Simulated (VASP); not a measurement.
# MoI (F-43m) in VASP: a series of runs, part 2 of 2

VASP 6.6.1.

## (3) Single point, PBE (volume scaled by 0.96)

Input file INCAR:

```
SYSTEM = MoI
PREC = Accurate
ENCUT = 520
EDIFF = 1E-7
ISMEAR = -1
SIGMA = 0.05
LREAL = .False.
LASPH = .True.
NELM = 80
ALGO = Normal
ISIF = 2
LWAVE = .False.
LCHARG = .False.
GGA = PE
NBANDS = 18
```

Input file KPOINTS:

```
regular mesh
0
Gamma
  7 7 7
  0 0 0
```

Input file POSCAR:

```
MoI
1.0
    0.0000000000      3.1358886623      3.1358886623
    3.1358886623      0.0000000000      3.1358886623
    3.1358886623      3.1358886623      0.0000000000
Mo I
1 1
Direct
    0.0000000000      0.0000000000      0.0000000000
    0.7500000000      0.7500000000      0.7500000000
```

Potentials or basis: VASP PAW PBE potentials, release 64 (Mo_sv, I).

Command:

```sh
$ cat potpaw_PBE.64/Mo_sv/POTCAR potpaw_PBE.64/I/POTCAR > POTCAR
$ mpirun -np 1 vasp_std > vasp.out
```

OUTCAR:

```text
SYSTEM = MoI
   PREC = Accurate
   ENCUT = 520
   EDIFF = 1E-7
   ISMEAR = -1
   LREAL = .False.
   LASPH = .True.
   NELM = 80
   ISIF = 2
   GGA = PE

 ion  position               nearest neighbor table
   1  0.000  0.000  0.000-   2 2.72   2 2.72   2 2.72   2 2.72
   2  0.750  0.750  0.750-   1 2.72   1 2.72   1 2.72   1 2.72

  LATTYP: Found a face centered cubic cell.
 ALAT       =     6.2717773246

  Lattice vectors:

 A1 = (   0.0000000000,   3.1358886623,   3.1358886623)
 A2 = (   3.1358886623,   0.0000000000,   3.1358886623)
 A3 = (   3.1358886623,   3.1358886623,   0.0000000000)

Analysis of symmetry for initial positions (statically):
=====================================================================
 Subroutine PRICEL returns:
 Original cell was already a primitive cell.

 Routine SETGRP: Setting up the symmetry group for a
 face centered cubic supercell.

 Subroutine GETGRP returns: Found 24 space group operations
 (whereof 24 operations were pure point group operations)
 out of a pool of 48 trial point group operations.

The static configuration has the point symmetry T_d .

Analysis of symmetry for dynamics (positions and initial velocities):
=====================================================================
 Subroutine PRICEL returns:
 Original cell was already a primitive cell.

 Routine SETGRP: Setting up the symmetry group for a
 face centered cubic supercell.

 Subroutine GETGRP returns: Found 24 space group operations
 (whereof 24 operations were pure point group operations)
 out of a pool of 48 trial point group operations.

The dynamic configuration has the point symmetry T_d .

 Subroutine INISYM returns: Found 24 space group operations
 (whereof 24 operations are pure point group operations),
 and found     1 'primitive' translations

----------------------------------------------------------------------------------------

                                     Primitive cell
[... 103 lines left out ...]
   IALGO  =     38    algorithm
   IMIX   =      4    mixing-type and parameters
     AMIX     =   0.40;   BMIX     =  1.00
     AMIX_MAG =   1.60;   BMIX_MAG =  1.00
  volume/ion in A,a.u.               =      30.84       208.10
  Fermi-wavevector in a.u.,A,eV,Ry     =   1.143170  2.160277 17.780590  1.306837
  Thomas-Fermi vector in A             =   2.279865
   LORBIT       =      0    0 simple, 1 ext, 2 COOP (PROOUT), +10 PAW based schemes
   GGA     = PE    functional components
   LHFCALC =     F    Hartree Fock is set to
   AEXX    =    0.0000 exact exchange contribution
   IVDW    =     0    specifies the selected vdW correction
   LEPSILON=     F    determine dielectric tensor
   LRPA    =     F    only Hartree local field effects (RPA)
 non-spin polarized calculation
  energy-cutoff  :      520.00
  volume of cell :       61.68
 maximum number of plane-waves:      1678
 NGX is ok and might be reduce to    36
   NGX = 17   NGY = 17   NGZ = 17

 number of electron      21.0000000 magnetization

 Free energy of the ion-electron system (eV)
  ---------------------------------------------------
  ext. energy  EPLUGINS =         0.00000000
  ---------------------------------------------------
  free energy    TOTEN  =        -9.52790552 eV

  energy without entropy =       -9.49090681  energy(sigma->0) =       -9.50940617

 E-fermi :   6.1921     XC(G=0):  -9.3763

 val. band max:        6.1835474118   @ k =  -0.4286   0.4286   0.1429
 cond. band min:       6.2159333002   @ k =   0.4286   0.4286   0.0000
 fundamental gap:      0.0323858885
 Fermi energy:         6.1921356363

 k-point     1 :       0.0000    0.0000    0.0000
  band No.  band energies     occupation
      1     -54.3369      2.00000
      2     -28.4876      2.00000
      3     -28.4876      2.00000
      4     -28.4876      2.00000
      5      -8.7758      2.00000
      6       1.2057      2.00000
[... 397 lines left out ...]
      5      -8.2794      2.00000
      6       0.6124      2.00000
[... 10 lines left out ...]
     17      13.3082      0.00000
     18      15.6040      0.00000

------------------------ aborting loop because EDIFF is reached ----------------------------------------

  FORCE on cell =-STRESS in cart. coord.  units (eV):
  Direction    XX          YY          ZZ          XY          YZ          ZX
  --------------------------------------------------------------------------------------
  -------------------------------------------------------------------------------------
  Total       -2.1928874     -2.1928874     -2.1928874      0.0000000     -0.0000000      0.0000000
  in kB      -56.9659056    -56.9659056    -56.9659056      0.0000000     -0.0000000      0.0000000
  external PRESSURE =     -56.9659056 kB  Pullay stress =       0.0000000 kB

 VOLUME and BASIS-vectors are now :
 -----------------------------------------------------------------------------
  energy-cutoff  :      520.00
  volume of cell :       61.68
      direct lattice vectors                 reciprocal lattice vectors
     0.000000000  3.135888662  3.135888662    -0.159444436  0.159444436  0.159444436
     3.135888662  0.000000000  3.135888662     0.159444436 -0.159444436  0.159444436
     3.135888662  3.135888662  0.000000000     0.159444436  0.159444436 -0.159444436

 POSITION                                       TOTAL-FORCE (eV/Angst)
 -----------------------------------------------------------------------------------
      0.00000      0.00000      0.00000         0.000000     -0.000000     -0.000000
      4.70383      4.70383      4.70383        -0.000000      0.000000      0.000000
 -----------------------------------------------------------------------------------
    total drift:                               -0.000000     -0.000000     -0.000000

  FREE ENERGIE OF THE ION-ELECTRON SYSTEM (eV)
  ---------------------------------------------------
  free  energy   TOTEN  =        -9.5279055231 eV

  energy  without entropy=       -9.4909068092  energy(sigma->0) =       -9.50940617
```

OSZICAR:

```text
N       E                     dE             d eps       ncg     rms          rms(c)
DAV:   1     0.142606865824E+03    0.14261E+03   -0.10090E+04   744   0.103E+03
DAV:   2    -0.486102463911E+01   -0.14747E+03   -0.14413E+03   926   0.274E+02
DAV:   3    -0.953904124750E+01   -0.46780E+01   -0.46277E+01   828   0.448E+01
DAV:   4    -0.960471758396E+01   -0.65676E-01   -0.65660E-01   990   0.524E+00
DAV:   5    -0.960513719309E+01   -0.41961E-03   -0.41961E-03   824   0.350E-01    0.742E+00
DAV:   6    -0.954092511658E+01    0.64212E-01   -0.19774E-01   774   0.304E+00    0.383E+00
DAV:   7    -0.952859150276E+01    0.12334E-01   -0.34163E-02   744   0.104E+00    0.127E+00
DAV:   8    -0.952764491997E+01    0.94658E-03   -0.13386E-02   800   0.810E-01    0.328E-01
DAV:   9    -0.952788939551E+01   -0.24448E-03   -0.16268E-03   770   0.276E-01    0.574E-02
DAV:  10    -0.952788873326E+01    0.66225E-06   -0.44977E-05   810   0.423E-02    0.300E-02
DAV:  11    -0.952790547448E+01   -0.16741E-04   -0.21667E-05   744   0.267E-02    0.756E-03
DAV:  12    -0.952790552311E+01   -0.48635E-07   -0.75000E-07   876   0.475E-03
   1 F= -.95279055E+01 E0= -.95094062E+01  d E =-.369987E-01
```

stdout:

```text
POSCAR found type information on POSCAR MoI
 POSCAR found :  2 types and       2 ions
 scaLAPACK will be used
 LDA part: xc-table for (Slater+PW92), standard interpolation
 POSCAR, INCAR and KPOINTS ok, starting setup
 FFT: planning ... GRIDC
 FFT: planning ... GRID_SOFT
 FFT: planning ... GRID
 WAVECAR not read
 entering main loop
```

Run time: 18 s. Hardware: 1 thread of Intel Xeon Platinum 8259CL at 2.50GHz (Skylake/Cascade Lake), shared host; peak memory 0.2 GiB.

What came out:

- Free energy: -9.5279 eV
- Pressure: -5.7 GPa

Caveat: the cell differs from its parent crystal (volume scaled by 0.96); spin-orbit coupling is left out, which moves the levels of the heavy elements; an odd number of electrons without spin polarisation forces a metal; a magnetic or distorted state may lie lower.

## (4) Single point, PBE

This run uses another cell than the first one, of 32.12 Å³/atom, 1.064 times its volume.

Input file INCAR:

```
  ALGO = Normal
  EDIFF = 1E-6
  ENCUT = 520
  GGA = PE
  ISIF = 2
  ISMEAR = -1
  LASPH = T
  LCHARG = F
  LREAL = F
  LWAVE = F
  NBANDS = 18
  NELM = 80
  PREC = Accurate
  SIGMA = 0.05
```

Input file KPOINTS:

```
k-points
0
Gamma
  7 7 7
```

Input file POSCAR:

```
MoI
1.0
    0.0000000000      3.1788513800      3.1788513800
    3.1788513800      0.0000000000      3.1788513800
    3.1788513800      3.1788513800      0.0000000000
Mo I
1 1
Direct
    0.0000000000      0.0000000000      0.0000000000
    0.7500000000      0.7500000000      0.7500000000
```

Potentials or basis: VASP PAW PBE potentials, release 64 (Mo_sv, I).

Command:

```sh
$ cat potpaw_PBE.64/Mo_sv/POTCAR potpaw_PBE.64/I/POTCAR > POTCAR
$ mpirun -np 1 vasp_std > vasp.out
```

OUTCAR:

```text
EDIFF = 1E-6
   ENCUT = 520
   GGA = PE
   ISIF = 2
   ISMEAR = -1
   LASPH = T
   LREAL = F
   NELM = 80
   PREC = Accurate

 ion  position               nearest neighbor table
   1  0.000  0.000  0.000-   2 2.75   2 2.75   2 2.75   2 2.75
   2  0.750  0.750  0.750-   1 2.75   1 2.75   1 2.75   1 2.75

  LATTYP: Found a face centered cubic cell.
 ALAT       =     6.3577027600

  Lattice vectors:
[... 598 lines left out ...]
     17      12.7613      0.00000
     18      14.9273      0.00000

------------------------ aborting loop because EDIFF is reached ----------------------------------------

  FORCE on cell =-STRESS in cart. coord.  units (eV):
  Direction    XX          YY          ZZ          XY          YZ          ZX
  --------------------------------------------------------------------------------------
  -------------------------------------------------------------------------------------
  Total       -2.9740388     -2.9740388     -2.9740388      0.0000000     -0.0000000      0.0000000
  in kB      -74.1679949    -74.1679949    -74.1679949      0.0000000     -0.0000000      0.0000000
  external PRESSURE =     -74.1679949 kB  Pullay stress =       0.0000000 kB

 VOLUME and BASIS-vectors are now :
 -----------------------------------------------------------------------------
  energy-cutoff  :      520.00
  volume of cell :       64.25
      direct lattice vectors                 reciprocal lattice vectors
     0.000000000  3.178851380  3.178851380    -0.157289518  0.157289518  0.157289518
     3.178851380  0.000000000  3.178851380     0.157289518 -0.157289518  0.157289518
     3.178851380  3.178851380  0.000000000     0.157289518  0.157289518 -0.157289518

 POSITION                                       TOTAL-FORCE (eV/Angst)
 -----------------------------------------------------------------------------------
      0.00000      0.00000      0.00000         0.000000      0.000000      0.000000
      4.76828      4.76828      4.76828        -0.000000     -0.000000     -0.000000
 -----------------------------------------------------------------------------------
    total drift:                               -0.000000     -0.000000     -0.000000

  FREE ENERGIE OF THE ION-ELECTRON SYSTEM (eV)
  ---------------------------------------------------
  free  energy   TOTEN  =        -9.4223262446 eV

  energy  without entropy=       -9.3839700860  energy(sigma->0) =       -9.40314817
```

It took 18 s on 1 thread of Intel Xeon Platinum 8259CL at 2.50GHz (Skylake/Cascade Lake), shared host; peak memory 0.21 GiB.

What came out:

```
Free energy : -9.4223 eV
Pressure    : -7.4 GPa
```

Levels at points of the mesh, in eV from the Fermi level:
```
           k point  band 6  band 7  band 8  band 9  band 10  band 11  band 12  band 13  band 14  band 15
(0.00, 0.00, 0.00)   -4.89   -4.89   -4.89   -0.43    -0.43     0.47     2.49     2.49     2.49     5.21
```

Caveat: spin-orbit coupling is left out, which moves the levels of the heavy elements; an odd number of electrons without spin polarisation forces a metal; a magnetic or distorted state may lie lower.

## (5) Single point, PBE (volume scaled by 0.98)

Input file INCAR:

```
SYSTEM = MoI
PREC     = Accurate       ! precision mode
ENCUT    = 520            ! plane-wave cutoff, eV
EDIFF    = 1E-6           ! SCF threshold, eV
ISMEAR   = -1             ! smearing method
SIGMA    = 0.05           ! smearing width, eV
LREAL    = .FALSE.        ! projectors in reciprocal space
LASPH    = .TRUE.         ! aspherical terms in the spheres
NELM     = 80             ! most SCF steps
ALGO     = Normal         ! electronic algorithm
ISIF     = 2              ! what is computed and relaxed
LWAVE    = .FALSE.        ! write WAVECAR
LCHARG   = .TRUE.         ! write CHGCAR
GGA      = PE             ! functional
LELF     = .TRUE.         ! ELF
LVHAR    = .TRUE.       
NBANDS   = 18             ! bands
```

Input file KPOINTS:

```
regular mesh
0
G
  7 7 7
  0 0 0
```

Input file POSCAR:

```
MoI
1.0
    0.0000000000      3.1575161641      3.1575161641
    3.1575161641      0.0000000000      3.1575161641
    3.1575161641      3.1575161641      0.0000000000
Mo I
1 1
Direct
    0.0000000000      0.0000000000      0.0000000000
    0.7500000000      0.7500000000      0.7500000000
```

Command:

```sh
$ cat potpaw_PBE.64/Mo_sv/POTCAR potpaw_PBE.64/I/POTCAR > POTCAR
$ mpirun -np 1 vasp_std > vasp.out
```

Run time: 19 s. Hardware: 1 thread of Intel Xeon Platinum 8259CL at 2.50GHz (Skylake/Cascade Lake), shared host; peak memory 0.21 GiB.

The run converged. Its results:

- Free energy: -9.4786 eV
- Pressure: -6.6 GPa

Levels at points of the mesh, in eV from the Fermi level:
| k point | band 7 | band 8 | band 9 | band 10 | band 11 | band 12 | band 13 | band 14 |
| --- | --- | --- | --- | --- | --- | --- | --- | --- |
| (0.00, 0.00, 0.00) | -4.94 | -4.94 | -0.45 | -0.45 | 0.53 | 2.58 | 2.58 | 2.58 |

Caveat: the cell differs from its parent crystal (volume scaled by 0.98); spin-orbit coupling is left out, which moves the levels of the heavy elements; an odd number of electrons without spin polarisation forces a metal; a magnetic or distorted state may lie lower.

## (6) Overview

```csv
cell,gap on the mesh (eV),pressure (GPa)
"a = 4.404 Å, angles 60.0°, 2 atoms",none,-4.6
"a = 4.435 Å, angles 60.0°, 2 atoms",none,-5.7
"a = 4.496 Å, angles 60.0°, 2 atoms",none,-7.4
"a = 4.465 Å, angles 60.0°, 2 atoms",none,-6.6
```

Alike in all rows: task single point; level PBE; potentials or basis VASP PAW PBE potentials, release 64 (Mo_sv, I); no spin polarisation; k mesh 7 × 7 × 7; cutoff (eV) 520; smearing fermi-dirac 0.05 eV.

Caveats: spin-orbit coupling is left out, which moves the levels of the heavy elements; an odd number of electrons without spin polarisation forces a metal; a magnetic or distorted state may lie lower.

Absolute energies hang on the potentials; compare differences alone.
